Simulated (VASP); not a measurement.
Here is a VASP 6.6.1 calculation.

File INCAR:

```
SYSTEM = As
  PREC = Accurate
  ENCUT = 520
  EDIFF = 1E-6
  ISMEAR = -1
  SIGMA = 0.1
  LREAL = .False.
  LASPH = .True.
  NELM = 80
  ALGO = Normal
  ISIF = 2
  LWAVE = .False.
  LCHARG = .False.
  GGA = RE
  NBANDS = 8
```

File KPOINTS:

```
regular mesh
0
Gamma
  15 15 15
  0 0 0
```

Contents of POSCAR:

```
As
1.0
   -1.6902259716      1.6902259716      1.6902259716
    1.6902259716     -1.6902259716      1.6902259716
    1.6902259716      1.6902259716     -1.6902259716
As
1
Direct
    0.0000000000      0.0000000000      0.0000000000
```

Potentials or basis: VASP PAW PBE potentials, release 64 (As).

Command:

```bash
$ cat potpaw_PBE.64/As/POTCAR > POTCAR
$ mpirun -np 1 vasp_std > vasp.out
```

Estimate the pressure.

0.0 GPa.

Caveat: the PAW data sets were made with another functional, which shifts forces and pressure a little.
